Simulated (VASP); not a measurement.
A run of VASP 6.6.1 is set up as follows.

The input INCAR:

```
PREC = Accurate
ENCUT = 520
EDIFF = 1E-6
ISMEAR = -1
SIGMA = 0.1
LREAL = F
LASPH = T
NELM = 80
ALGO = Normal
ISIF = 2
LWAVE = F
LCHARG = T
GGA = PS
LELF = T
LVHAR = T
NBANDS = 12
```

File KPOINTS:

```
regular mesh
0
Gamma
  13 13 13
```

The input POSCAR:

```
Y
1.0
    0.0000000000      2.1021457800      2.1021457800
    2.1021457800      0.0000000000      2.1021457800
    2.1021457800      2.1021457800      0.0000000000
Y
1
Direct
    0.0000000000      0.0000000000      0.0000000000
```

Potentials or basis: VASP PAW PBE potentials, release 64 (Y_sv).

Launch:

```bash
$ cat potpaw_PBE.64/Y_sv/POTCAR > POTCAR
$ mpirun -np 1 vasp_std > vasp.out
```

Q: What does it give for the pressure?

A: 44.5 GPa.

Caveat: the PAW data sets were made with another functional, which shifts forces and pressure a little.
